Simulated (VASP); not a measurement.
# MnPt2 (P-3m1) in VASP: a series of runs

MnPt2 is run at these levels: LDA, r2SCAN; tasks: single point.

Program: VASP 6.6.1. These are calculated values, not measurements. Logs are shortened: lines on timing, memory, paths and dates and some standing lists are left out, and cuts for length are marked.

## Step 1: The cell of the first run

Symmetry: P-3m1, No. 164, trigonal system. Conventional cell: a = 2.839 Å, b = 2.839 Å, c = 6.489 Å, α = 90.00°, β = 90.00°, γ = 120.00°. Pt (site symmetry 3m) has 3 Mn at 2.63 Å and 9 Pt at 2.84 to 2.89 Å within 3.5 Å. Within 3.5 Å of Mn (site symmetry -3m) lie 6 Pt at 2.63 Å and 6 Mn at 2.84 Å.

## Step 2: Single point, LDA, collinear spin, ferromagnetic start (volume scaled by 0.98)

The input, INCAR:

```
PREC = Accurate ; ENCUT = 520
EDIFF = 1E-6 ; ISMEAR = -1
SIGMA = 0.05 ; LREAL = False
LASPH = True ; NELM = 150
ALGO = Normal ; ISIF = 2
LWAVE = False ; LCHARG = False
ISPIN = 2 ; MAGMOM = 0 0 4
LORBIT = 11 ; LMAXMIX = 4
NBANDS = 28
```

The input, KPOINTS:

```
regular mesh
0
Gamma
  11 11 4
```

The input, POSCAR:

```
MnPt2
1.0
    2.8392199513      0.0000000000      0.0000000000
   -1.4196099756      2.4588366048      0.0000000000
    0.0000000000      0.0000000000      6.4886603702
Pt Mn
2 1
Direct
    0.6666666667      0.3333333333      0.3162060000
    0.3333333333      0.6666666667      0.6837940000
    0.0000000000      0.0000000000      0.0000000000
```

Potentials or basis: VASP PAW LDA potentials, release 64 (Pt, Mn_pv).

The run is started by

```console
cat potpaw_LDA.64/Pt/POTCAR potpaw_LDA.64/Mn_pv/POTCAR > POTCAR
mpirun -np 1 vasp_std > vasp.out
```

OUTCAR:

```text
PREC = Accurate
   ENCUT = 520
   EDIFF = 1E-6
   ISMEAR = -1
   LREAL = False
   LASPH = True
   NELM = 150
   ISIF = 2
   ISPIN = 2
   LORBIT = 11

 ion  position               nearest neighbor table
   1  0.667  0.333  0.316-   3 2.63   3 2.63   3 2.63   2 2.89   2 2.89   2 2.89
   2  0.333  0.667  0.684-   3 2.63   3 2.63   3 2.63   1 2.89   1 2.89   1 2.89
   3  0.000  0.000  0.000-   1 2.63   2 2.63   1 2.63   2 2.63   1 2.63   2 2.63

  LATTYP: Found a hexagonal cell.
 ALAT       =     2.8392199513
 C/A-ratio  =     2.2853672775

  Lattice vectors:

 A1 = (   2.8392199513,   0.0000000000,   0.0000000000)
 A2 = (  -1.4196099756,   2.4588366048,   0.0000000000)
 A3 = (   0.0000000000,   0.0000000000,   6.4886603702)

Analysis of symmetry for initial positions (statically):
=====================================================================
 Subroutine PRICEL returns:
 Original cell was already a primitive cell.

 Routine SETGRP: Setting up the symmetry group for a
 hexagonal supercell.

 Subroutine GETGRP returns: Found 12 space group operations
 (whereof 12 operations were pure point group operations)
 out of a pool of 24 trial point group operations.

The static configuration has the point symmetry D_3d.

Analysis of symmetry for dynamics (positions and initial velocities):
=====================================================================
 Subroutine PRICEL returns:
 Original cell was already a primitive cell.

 Routine SETGRP: Setting up the symmetry group for a
 hexagonal supercell.

 Subroutine GETGRP returns: Found 12 space group operations
 (whereof 12 operations were pure point group operations)
 out of a pool of 24 trial point group operations.

The dynamic configuration has the point symmetry D_3d.

Analysis of structural, dynamic, and magnetic symmetry:
=====================================================================
 Subroutine PRICEL returns:
 Original cell was already a primitive cell.

 Routine SETGRP: Setting up the symmetry group for a
 hexagonal supercell.

 Subroutine GETGRP returns: Found 12 space group operations
 (whereof 12 operations were pure point group operations)
 out of a pool of 24 trial point group operations.

The overall configuration has the point symmetry D_3d.

 Subroutine INISYM returns: Found 12 space group operations
 (whereof 12 operations are pure point group operations),
 and found     1 'primitive' translations

----------------------------------------------------------------------------------------

                                     Primitive cell

  volume of cell :      45.2985

  direct lattice vectors                    reciprocal lattice vectors
     2.839219951  0.000000000  0.000000000     0.352209416  0.203348201  0.000000000
    -1.419609976  2.458836605  0.000000000     0.000000000  0.406696402  0.000000000
     0.000000000  0.000000000  6.488660370     0.000000000  0.000000000  0.154115016

  length of vectors
     2.839219951  2.839219951  6.488660370     0.406696402  0.406696402  0.154115016

  position of ions in fractional coordinates (direct lattice)
     0.666666667  0.333333333  0.316206000
     0.333333333  0.666666667  0.683794000
     0.000000000  0.000000000  0.000000000

  ion indices of the primitive-cell ions
   primitive index   ion index
                 1           1
                 2           2
                 3           3

----------------------------------------------------------------------------------------

 KPOINTS: regular mesh

Automatic generation of k-mesh.
 Grid dimensions read from file:
 generate k-points for:   11   11    4

 Generating k-lattice:

  Cartesian coordinates                     Fractional coordinates (reciprocal lattice)
     0.032019038  0.018486200  0.000000000     0.090909091 -0.000000000  0.000000000
     0.000000000  0.036972400  0.000000000     0.000000000  0.090909091  0.000000000
     0.000000000  0.000000000  0.038528754     0.000000000  0.000000000  0.250000000

  Length of vectors
     0.036972400  0.036972400  0.038528754

  Shift w.r.t. Gamma in fractional coordinates (k-lattice)
     0.000000000  0.000000000  0.000000000

 Subroutine IBZKPT returns following result:
 ===========================================

 Found     58 irreducible k-points:

 Following reciprocal coordinates:
            Coordinates               Weight
  0.000000  0.000000  0.000000      1.000000
  0.090909 -0.000000  0.000000      6.000000
  0.181818 -0.000000  0.000000      6.000000
  0.272727 -0.000000  0.000000      6.000000
  0.363636  0.000000  0.000000      6.000000
  0.454545  0.000000  0.000000      6.000000
[... 16 lines left out ...]
  0.000000  0.272727  0.250000      6.000000
  0.363636  0.000000  0.250000      6.000000
 [... further k-points ...]
   k-points           NKPTS =     58   k-points in BZ     NKDIM =     58   number of bands    NBANDS=     28
   number of dos      NEDOS =    301   number of ions     NIONS =      3
   total plane-waves  NPLWV =  27648
   dimension x,y,z NGX =    24 NGY =   24 NGZ =   48
   dimension x,y,z NGXF=    48 NGYF=   48 NGZF=   96
   ions per type =               2   1
   NGX,Y,Z   is equivalent  to a cutoff of  14.05, 14.05, 12.30 a.u.
   NGXF,Y,Z  is equivalent  to a cutoff of  28.11, 28.11, 24.60 a.u.
 SYSTEM =  unknown system
   PREC   = accura    normal or accurate (medium, high low for compatibility)
   ISTART =      0    job   : 0-new  1-cont  2-samecut
   ICHARG =      2    charge: 1-file 2-atom 10-const
   ISPIN  =      2    spin polarized calculation?
   LNONCOLLINEAR =      F non collinear calculations
   LSORBIT =      F    spin-orbit coupling
   LASPH  =      T    aspherical Exc in radial PAW
   ENCUT  =  520.0 eV  38.22 Ry    6.18 a.u.   5.28  5.28 12.06*2*pi/ulx,y,z
   NELM   =    150;   NELMIN=  2; NELMDL= -5     # of ELM steps
   EDIFF  = 0.1E-05   stopping-criterion for ELM
   LREAL  =      F    real-space projection
   EDIFFG = 0.1E-04   stopping-criterion for IOM
   NSW    =      0    number of steps for IOM
   IBRION =     -1    ionic relax: 0-MD 1-quasi-New 2-CG
   NFREE  =      0    steps in history (QN), initial steepest desc. (CG)
   ISIF   =      2    stress and relaxation
   ISYM   =      2    0-nonsym 1-usesym 2-fastsym
   POTIM  = 0.5000    time-step for ionic-motion
   TEBEG  =    0.0;   TEEND  =   0.0 temperature during run
   PSTRESS=    0.0 pullay stress
   NELECT =      33.0000    total number of electrons
   NUPDOWN=      -1.0000    fix difference up-down
   EMIN   =  10.00;   EMAX   =-10.00  energy-range for DOS
   EFERMI =   0.00;   METHOD = LEGACY
   ISMEAR =    -1;   SIGMA  =   0.05  broadening in eV -4-tet -1-fermi 0-gaus
   EFERMI_NEDOS =   21; number of points for ismear=-14 and -15
   IALGO  =     38    algorithm
   IMIX   =      4    mixing-type and parameters
     AMIX     =   0.40;   BMIX     =  1.00
     AMIX_MAG =   1.60;   BMIX_MAG =  1.00
  volume/ion in A,a.u.               =      15.10       101.90
  Fermi-wavevector in a.u.,A,eV,Ry     =   1.473053  2.783666 29.523060  2.169884
  Thomas-Fermi vector in A             =   2.587992
   LORBIT       =     11    0 simple, 1 ext, 2 COOP (PROOUT), +10 PAW based schemes
   GGA     = CA    functional components
   LHFCALC =     F    Hartree Fock is set to
   AEXX    =    0.0000 exact exchange contribution
   IVDW    =     0    specifies the selected vdW correction
   LEPSILON=     F    determine dielectric tensor
   LRPA    =     F    only Hartree local field effects (RPA)
 spin polarized calculation
  energy-cutoff  :      520.00
  volume of cell :       45.30
 maximum number of plane-waves:      1234
 NGX is ok and might be reduce to    24
   NGX = 11   NGY = 11   NGZ = 25

 number of electron      33.0000006 magnetization       4.0364825

 Free energy of the ion-electron system (eV)
  ---------------------------------------------------
  ext. energy  EPLUGINS =         0.00000000
  ---------------------------------------------------
  free energy    TOTEN  =       -25.03922908 eV

  energy without entropy =      -25.01054413  energy(sigma->0) =      -25.02488660

 E-fermi :   9.6243     XC(G=0): -13.2282

 val. band max:        9.6240863935   @ k =   0.4545   0.0000   0.0000
 cond. band min:       9.6333855943   @ k =   0.2727  -0.0000   0.0000
 fundamental gap:      0.0092992008
 Fermi energy:         9.6242743474

 spin component 1

 k-point     1 :       0.0000    0.0000    0.0000
  band No.  band energies     occupation
      1     -39.4169      1.00000
      2     -39.3188      1.00000
      3     -39.3188      1.00000
      4       0.1773      1.00000
      5       2.4601      1.00000
      6       3.8215      1.00000
[... 20 lines left out ...]
     27      28.8092      0.00000
     28      28.8093      0.00000

 k-point     2 :       0.0909   -0.0000    0.0000
  band No.  band energies     occupation
      1     -39.4154      1.00000
      2     -39.3304      1.00000
      3     -39.3216      1.00000
      4       0.4458      1.00000
      5       2.7264      1.00000
      6       3.9925      1.00000
[... 20 lines left out ...]
     27      27.1198      0.00000
     28      27.2053      0.00000

 k-point     3 :       0.1818   -0.0000    0.0000
  band No.  band energies     occupation
      1     -39.4115      1.00000
      2     -39.3615      1.00000
      3     -39.3293      1.00000
      4       1.1993      1.00000
      5       3.3905      1.00000
      6       4.3960      1.00000
[... 616 lines left out ...]
      3     -39.3393      1.00000
      4       2.4899      1.00000
      5       3.5708      1.00000
      6       4.2176      1.00000
[... 20 lines left out ...]
     27      25.0665      0.00000
     28      26.5871      0.00000

 k-point    24 :       0.3636    0.0000    0.2500
  band No.  band energies     occupation
      1     -39.4391      1.00000
      2     -39.4016      1.00000
      3     -39.3485      1.00000
      4       2.9269      1.00000
      5       3.5146      1.00000
      6       4.0042      1.00000
[... 20 lines left out ...]
     27      23.8107      0.00000
     28      25.3155      0.00000

 [... further k-points ...]

 spin component 2

 k-point     1 :       0.0000    0.0000    0.0000
  band No.  band energies     occupation
      1     -36.1210      1.00000
      2     -35.9426      1.00000
      3     -35.9426      1.00000
      4       0.4129      1.00000
      5       2.5989      1.00000
      6       4.4379      1.00000
[... 20 lines left out ...]
     27      29.3441      0.00000
     28      29.3507      0.00000

 k-point     2 :       0.0909   -0.0000    0.0000
  band No.  band energies     occupation
      1     -36.1193      1.00000
      2     -35.9561      1.00000
      3     -35.9459      1.00000
      4       0.6852      1.00000
      5       2.8697      1.00000
      6       4.5938      1.00000
[... 20 lines left out ...]
     27      27.6398      0.00000
     28      27.7797      0.00000

 k-point     3 :       0.1818   -0.0000    0.0000
  band No.  band energies     occupation
      1     -36.1146      1.00000
      2     -35.9920      1.00000
      3     -35.9546      1.00000
      4       1.4483      1.00000
      5       3.5562      1.00000
      6       4.9244      1.00000
[... 616 lines left out ...]
      3     -35.9661      1.00000
      4       2.7123      1.00000
      5       3.8287      1.00000
      6       4.6048      1.00000
[... 20 lines left out ...]
     27      25.5625      0.00000
     28      27.0206      0.00000

 k-point    24 :       0.3636    0.0000    0.2500
  band No.  band energies     occupation
      1     -36.1027      1.00000
      2     -36.0816      1.00000
      3     -35.9766      1.00000
      4       3.1881      1.00000
      5       3.7651      1.00000
      6       4.2593      1.00000
[... 20 lines left out ...]
     27      24.2753      0.00000
     28      25.6625      0.00000

 [... further k-points ...]
[... 5 lines left out ...]
  --------------------------------------------------------------------------------------
  -------------------------------------------------------------------------------------
  Total       -4.1343356     -4.1343356     -3.0028024     -0.0000000      0.0000000      0.0000000
  in kB     -146.2286792   -146.2286792   -106.2071096     -0.0000000      0.0000000      0.0000000
  external PRESSURE =    -132.8881560 kB  Pullay stress =       0.0000000 kB

 VOLUME and BASIS-vectors are now :
 -----------------------------------------------------------------------------
  energy-cutoff  :      520.00
  volume of cell :       45.30
      direct lattice vectors                 reciprocal lattice vectors
     2.839219951  0.000000000  0.000000000     0.352209416  0.203348201  0.000000000
    -1.419609976  2.458836605  0.000000000     0.000000000  0.406696402  0.000000000
     0.000000000  0.000000000  6.488660370     0.000000000  0.000000000  0.154115016

 POSITION                                       TOTAL-FORCE (eV/Angst)
 -----------------------------------------------------------------------------------
      1.41961      0.81961      2.05175         0.000000      0.000000     -0.065733
     -0.00000      1.63922      4.43691        -0.000000      0.000000      0.065733
      0.00000      0.00000      0.00000        -0.000000      0.000000      0.000000
 -----------------------------------------------------------------------------------
    total drift:                                0.000000     -0.000000     -0.000000

  FREE ENERGIE OF THE ION-ELECTRON SYSTEM (eV)
  ---------------------------------------------------
  free  energy   TOTEN  =       -25.0392290839 eV

  energy  without entropy=      -25.0105441255  energy(sigma->0) =      -25.02488660

 total charge

# of ion       s       p       d       tot
------------------------------------------
    1        0.660   0.550   8.048   9.258
    2        0.660   0.550   8.048   9.258
    3        0.327   6.272   5.009  11.607
--------------------------------------------------
tot          1.646   7.373  21.105  30.124

 magnetization (x)

# of ion       s       p       d       tot
------------------------------------------
    1       -0.013   0.006   0.242   0.235
    2       -0.013   0.006   0.242   0.235
    3        0.010   0.020   3.364   3.394
--------------------------------------------------
tot         -0.016   0.032   3.849   3.864
```

It took 1.7 min on 1 thread of Intel Xeon Platinum 8375C at 2.90GHz (Ice Lake), shared host; peak memory 0.24 GiB.

What came out:

```
Free energy                                           : -25.0392 eV
Pressure                                              : -13.3 GPa
Largest force                                         : 0.066 eV/Å
Net moment                                            : 4.04 μB per cell
Site moments                                          : Pt +0.23; Mn +3.39 μB
Valence electrons inside the program's atomic spheres : Pt 9.26; Mn 11.61
```

Forces in eV/Å, atoms in the order of the input:
```
Pt   0.000  0.000 -0.066
Pt   0.000  0.000  0.066
Mn   0.000  0.000  0.000
```

Levels at points of the mesh, in eV from the Fermi level:
Spin up:
```
           k point  band 14  band 15  band 16  band 17  band 18  band 19  band 20  band 21  band 22  band 23
(0.00, 0.00, 0.00)    -2.63    -1.94    -1.33    -1.33    -1.09    -1.09    -0.61    -0.61    10.27    11.43
(0.00, 0.00, 0.50)    -2.32    -1.80    -1.80    -1.46    -1.46     0.03     0.03     0.27     6.35    14.32
```
Spin down:
| k point | band 11 | band 12 | band 13 | band 14 | band 15 | band 16 | band 17 | band 18 | band 19 | band 20 |
| --- | --- | --- | --- | --- | --- | --- | --- | --- | --- | --- |
| (0.00, 0.00, 0.00) | -2.88 | -2.36 | -1.97 | -1.97 | -0.96 | -0.96 | 0.39 | 1.07 | 1.07 | 1.91 |
| (0.00, 0.00, 0.50) | -3.20 | -1.65 | -1.65 | -1.52 | -1.52 | -0.04 | 0.57 | 1.11 | 1.11 | 2.11 |

Caveat: the cell differs from its parent crystal (volume scaled by 0.98); spin-orbit coupling is left out, which moves the levels of the heavy elements.

## Step 3: Single point, LDA, collinear spin, ferromagnetic start

This run uses another cell than the first one, of 15.41 Å³/atom, 1.020 times its volume.

The input, INCAR:

```
SYSTEM = MnPt2
ALGO = Normal
EDIFF = 1E-6
ENCUT = 520
ISIF = 2
ISMEAR = -1
ISPIN = 2
LASPH = .True.
LCHARG = .True.
LELF = .True.
LMAXMIX = 4
LORBIT = 11
LREAL = .False.
LVHAR = .True.
LWAVE = .False.
MAGMOM = 0 0 4
NBANDS = 28
NELM = 150
PREC = Accurate
SIGMA = 0.05
```

The input, KPOINTS:

```
k-points
0
Gamma
  11 11 4
  0 0 0
```

The input, POSCAR:

```
MnPt2
1.0
    2.8584044518      0.0000000000      0.0000000000
   -1.4292022259      2.4754508696      0.0000000000
    0.0000000000      0.0000000000      6.5325040000
Pt Mn
2 1
Direct
    0.6666666667      0.3333333333      0.3162060000
    0.3333333333      0.6666666667      0.6837940000
    0.0000000000      0.0000000000      0.0000000000
```

Potentials or basis: VASP PAW LDA potentials, release 64 (Pt, Mn_pv).

The run is started by

```console
cat potpaw_LDA.64/Pt/POTCAR potpaw_LDA.64/Mn_pv/POTCAR > POTCAR
mpirun -np 1 vasp_std > vasp.out
```

It took 2.1 min on 1 thread of Intel Xeon Platinum 8375C at 2.90GHz (Ice Lake), shared host; peak memory 0.24 GiB.

It converged, with:

* Free energy: -24.9549 eV
* Pressure: -16.1 GPa
* Largest force: 0.099 eV/Å
* Net moment: 4.16 μB per cell
* Site moments: Pt +0.25; Mn +3.49 μB
* Valence electrons inside the program's atomic spheres: Pt 9.22; Mn 11.58

Forces in eV/Å, atoms in the order of the input:
```
Pt   0.000  0.000 -0.099
Pt   0.000  0.000  0.099
Mn   0.000  0.000  0.000
```

Stress tensor (GPa, compression positive):
```
-17.18   0.00   0.00
  0.00 -17.18   0.00
  0.00   0.00 -14.04
```

Levels at points of the mesh, in eV from the Fermi level:
Spin up:
| k point | band 15 | band 16 | band 17 | band 18 | band 19 | band 20 | band 21 | band 22 | band 23 | band 24 |
| --- | --- | --- | --- | --- | --- | --- | --- | --- | --- | --- |
| (0.00, 0.00, 0.00) | -1.93 | -1.35 | -1.35 | -1.06 | -1.06 | -0.64 | -0.64 | 10.12 | 11.25 | 15.01 |
| (0.00, 0.00, 0.50) | -1.74 | -1.74 | -1.48 | -1.48 | -0.01 | -0.01 | 0.30 | 6.18 | 14.33 | 14.95 |
Spin down:
```csv
k point,band 13,band 14,band 15,band 16,band 17,band 18
"(0.00, 0.00, 0.00)",-1.89,-1.89,-0.91,-0.91,0.46,1.11
"(0.00, 0.00, 0.50)",-1.59,-1.45,-1.45,0.04,0.61,1.15
```

Caveat: spin-orbit coupling is left out, which moves the levels of the heavy elements.

(Part 1 of 2 ends here.)
